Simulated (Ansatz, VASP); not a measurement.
Two plane-wave programs on Ti3Si4Ni

```
Ti Si Ni
1.0
     4.65311    0.00000    0.00000
     0.00000    4.65311    0.00000
     0.00000    0.00000    5.23867
Ti Si Ni
3 4 1
Direct
  0.00000 0.50000 0.36578
  0.50000 0.00000 0.36578
  0.00000 0.00000 0.62103
  0.00000 0.50000 0.86895
  0.50000 0.00000 0.86895
  0.00000 0.00000 0.11502
  0.50000 0.50000 0.13434
  0.50000 0.50000 0.66016
```

Alike in both runs: task relaxation of cell and atoms; functional PBE; k mesh 8 × 8 × 8; occupations gaussian, width 0.1 eV; no spin polarisation.

|  | VASP | Ansatz |
| --- | --- | --- |
| version | VASP 6.6.1 | Ansatz 0.2.0 |
| potentials or method | VASP PAW PBE potentials, release 64 (Ti_sv, Si, Ni), cutoff 600 eV | scalar-relativistic, plane waves, PAW |
| valence electrons in the cell | 62 | 70 |

|  | VASP | Ansatz | Ansatz less VASP |
| --- | --- | --- | --- |
| gap on the k mesh at the Fermi level, each at its own relaxed structure (eV) | none | none | - |
| relaxed volume (Å³/atom) | 14.20 | 14.20 | -0.003 |
| relaxed length of the cell vector where the two differ most in proportion (Å) | 5.214 | 5.215 | +0.0015 |

A gap of «none» marks a metal or a gap that the smearing closes. VASP's potentials hold 62 valence electrons a cell and Ansatz's 70, so a difference there can come from the potentials and not from the codes.
